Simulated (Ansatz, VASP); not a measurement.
This is a calculation of SnO2 for VASP 6.6.1.

INCAR

```
PREC = Accurate
ENCUT = 600
EDIFF = 1E-6
ISMEAR = -1
SIGMA = 0.05
LREAL = False
LASPH = True
NELM = 80
ALGO = Normal
ISIF = 3
LWAVE = False
LCHARG = False
GGA = RP
IVDW = 13
IBRION = 2
NSW = 60
EDIFFG = -0.01
```

The input KPOINTS:

```
Automatic mesh
0
Gamma
  5 5 5
```

The input POSCAR:

```
SnO2
1.0
    5.1752560000      0.0000000000      0.0000000000
    0.0000000000      5.1752560000      0.0000000000
    0.0000000000      0.0000000000      5.1752560000
Sn O
4 8
Direct
    0.0000000000      0.0000000000      0.0000000000
    0.5000000000      0.0000000000      0.5000000000
    0.5000000000      0.5000000000      0.0000000000
    0.0000000000      0.5000000000      0.5000000000
    0.6610980000      0.8389020000      0.1610980000
    0.8389020000      0.1610980000      0.6610980000
    0.1610980000      0.6610980000      0.8389020000
    0.3389020000      0.3389020000      0.3389020000
    0.6610980000      0.6610980000      0.6610980000
    0.8389020000      0.3389020000      0.1610980000
    0.1610980000      0.8389020000      0.3389020000
    0.3389020000      0.1610980000      0.8389020000
```

Potentials or basis: VASP PAW PBE potentials, release 64 (Sn_d, O).

The run is started by

```console
$ cat potpaw_PBE.64/Sn_d/POTCAR potpaw_PBE.64/O/POTCAR > POTCAR
$ mpirun -np 1 vasp_std > vasp.out
```

Set up the same calculation for Ansatz 0.2.0. Potentials there: Ansatz PAW.

As run (the cutoff follows the program's own potentials):

File input.yaml:

```yaml
crystal:
  lattice:
    - [5.175256, 0.0, 0.0]
    - [0.0, 5.175256, 0.0]
    - [0.0, 0.0, 5.175256]
  atoms:
    - { symbol: Sn, position: [0.0, 0.0, 0.0] }
    - { symbol: Sn, position: [0.5, 0.0, 0.5] }
    - { symbol: Sn, position: [0.5, 0.5, 0.0] }
    - { symbol: Sn, position: [0.0, 0.5, 0.5] }
    - { symbol: O, position: [0.661098, 0.838902, 0.161098] }
    - { symbol: O, position: [0.838902, 0.161098, 0.661098] }
    - { symbol: O, position: [0.161098, 0.661098, 0.838902] }
    - { symbol: O, position: [0.338902, 0.338902, 0.338902] }
    - { symbol: O, position: [0.661098, 0.661098, 0.661098] }
    - { symbol: O, position: [0.838902, 0.338902, 0.161098] }
    - { symbol: O, position: [0.161098, 0.838902, 0.338902] }
    - { symbol: O, position: [0.338902, 0.161098, 0.838902] }
hamiltonian:
  xc: rpbe
  pseudopotentials: { kind: paw }
  dispersion: d4
kpoints:
  mp_grid: { grid: [5, 5, 5] }
scf:
  occupations: { method: fermi_dirac, width: 0.05 }
output:
  forces: true
  stress: true
  eigenvalues: true
relax:
  f_tol: 0.01
  max_steps: 40
  cell: { stress_tol: 0.05 }
```

Potentials or basis: Ansatz PAW.

The run is started by

```sh
$ ansatz run input.yaml --threads 4 --pin off --max-ram 11264MiB --backend cpu --events-out ev --progress --plain --runs-dir out
```

Both were run:

|  | VASP | Ansatz | Ansatz less VASP |
| --- | --- | --- | --- |
| gap on the k mesh at the Fermi level, each at its own relaxed structure (eV) | 0.83 | 0.86 | +0.029 |
| relaxed volume (Å³/atom) | 11.30 | 11.27 | -0.024 |
| relaxed cell length with the largest relative difference (Å) | 5.137 | 5.133 | -0.0036 |

VASP's potentials were made for PBE, not for RPBE.

Noted on Ansatz's run: odd divisions of the mesh miss points on the zone boundary, where band edges often lie, so the gap on the mesh can be too wide; the plane-wave basis is chosen anew once the cell has moved, so the energies of steps on either side of that aren't comparable.
